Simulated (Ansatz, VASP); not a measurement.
**P in VASP and in Ansatz**

```
P
1.0
     2.42469    0.00000    0.00000
     0.00000    2.43854    0.00000
    -0.02031    0.00000    4.85243
P
2
Direct
  0.00000 0.00000 0.25057
  0.00000 0.00000 0.74943
```

Alike in both runs: task single point; functional PBE; k mesh 4 × 4 × 2; occupations gaussian, width 0.1 eV; no spin polarisation.

```csv
,VASP,Ansatz
version,VASP 6.6.1,Ansatz 0.2.0
potentials or method,"VASP PAW PBE potentials, release 64 (P), cutoff 520 eV","scalar-relativistic, plane waves, PAW"
valence electrons in the cell,10,10
```

Ansatz gave:

```
gap on the k mesh at the Fermi level (eV)                     : none
pressure (GPa)                                                : 2.6
traceless stress, the component that is largest in VASP (GPa) : 1.93
rms of the force components (eV/Å)                            : 0.042
```

Q: Estimate VASP's values.

A: gap on the k mesh at the Fermi level (eV): none; pressure (GPa): 2.3; traceless stress, the component that is largest in VASP (GPa): 1.94; rms of the force components (eV/Å): 0.043.

Atom by atom the forces differ by 0.001 eV/Å (rms over components). A gap of «none» marks a metal or a gap that the smearing closes.

The k mesh is coarse, so the values compare programs but aren't converged.
